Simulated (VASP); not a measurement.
ScAl3N4: single point with PBEsol

Crystal: ScAl3N4.

```
Sc Al N
1.0
     4.83225   -2.78990    0.00000
    -3.22150    0.00000   -5.06150
     3.22150    5.57980    0.00000
Sc Al N
2 6 8
Direct
  0.33333 0.00000 0.00000
  0.91667 0.50000 0.12500
  0.83333 0.00000 0.25000
  0.33333 0.00000 0.50000
  0.83333 0.00000 0.75000
  0.41667 0.50000 0.37500
  0.91667 0.50000 0.62500
  0.41667 0.50000 0.87500
  0.64233 0.61800 0.15450
  0.14233 0.61800 0.40450
  0.64233 0.61800 0.65450
  0.14233 0.61800 0.90450
  0.72567 0.11800 0.02950
  0.22567 0.11800 0.27950
  0.72567 0.11800 0.52950
  0.22567 0.11800 0.77950
```

- Program: VASP 6.6.1
- Task: single point
- Functional: PBEsol
- Potentials or basis: VASP PAW PBE potentials, release 64 (Sc_sv, Al, N)
- Cutoff: 520 eV
- k mesh: 4 × 4 × 4
- Occupations: gaussian, width 0.1 eV
- Spin: no spin polarisation

```json
{
  "Pressure": "2.2 GPa",
  "Largest force": "3.696 eV/Å",
  "Band gap on the k mesh": "3.87 eV (least direct gap 3.91 eV)"
}
```

Forces on the atoms (eV/Å):
```
Sc  -0.034 -0.242 -0.575
Sc   0.245 -0.141 -0.672
Al   0.048  0.146 -0.174
Al  -0.007  0.175 -0.196
Al   0.021 -0.181 -0.197
Al  -0.055  0.311 -0.224
Al   0.142 -0.113 -0.112
Al  -0.275 -0.108 -0.147
N   -2.575  1.529 -0.559
N    2.494  1.459 -0.714
N    0.139 -0.117  0.152
N   -0.067 -2.758  2.268
N    2.545 -1.422  2.271
N    0.003  2.916 -0.573
N   -0.160  0.025  0.166
N   -2.464 -1.480 -0.715
```

Stress tensor (GPa, compression positive):
```
 1.26 -0.05 -0.09
-0.05  1.23  0.18
-0.09  0.18  4.08
```

Levels at points of the mesh, in eV from the valence-band top:
| k point | band 37 | band 38 | band 39 | band 40 | band 41 | band 42 | band 43 | band 44 |
| --- | --- | --- | --- | --- | --- | --- | --- | --- |
| (0.00, 0.00, 0.00) | -0.41 | -0.34 | -0.27 | -0.04 | 3.87 | 4.75 | 5.03 | 5.17 |
| (0.50, 0.00, 0.00) | -0.49 | -0.25 | -0.20 | -0.15 | 4.64 | 4.85 | 5.14 | 5.18 |
| (0.50, 0.50, 0.00) | -0.44 | -0.33 | -0.13 | -0.02 | 4.56 | 4.77 | 4.98 | 5.16 |
| (0.00, 0.50, 0.00) | -0.52 | -0.44 | -0.26 | -0.10 | 4.60 | 4.78 | 5.20 | 5.28 |
| (0.00, 0.00, 0.50) | -0.27 | -0.23 | -0.14 | 0.00 | 5.01 | 5.23 | 5.37 | 5.52 |
| (0.50, 0.00, 0.50) | -0.43 | -0.32 | -0.21 | -0.11 | 4.79 | 5.08 | 5.28 | 5.45 |
| (0.50, 0.50, 0.50) | -0.39 | -0.30 | -0.17 | -0.14 | 4.83 | 4.92 | 5.18 | 5.47 |
| (0.00, 0.50, 0.50) | -0.49 | -0.41 | -0.38 | -0.29 | 4.62 | 4.80 | 5.48 | 5.64 |

Wall time 8.2 min on 1 thread of Intel(R) Xeon(R) Platinum 8488C (Sapphire Rapids), with other jobs on the host, peak memory 0.42 GiB.

Caveat: the PAW data sets were made with another functional, which shifts forces and pressure a little. A k mesh can miss the band edges.
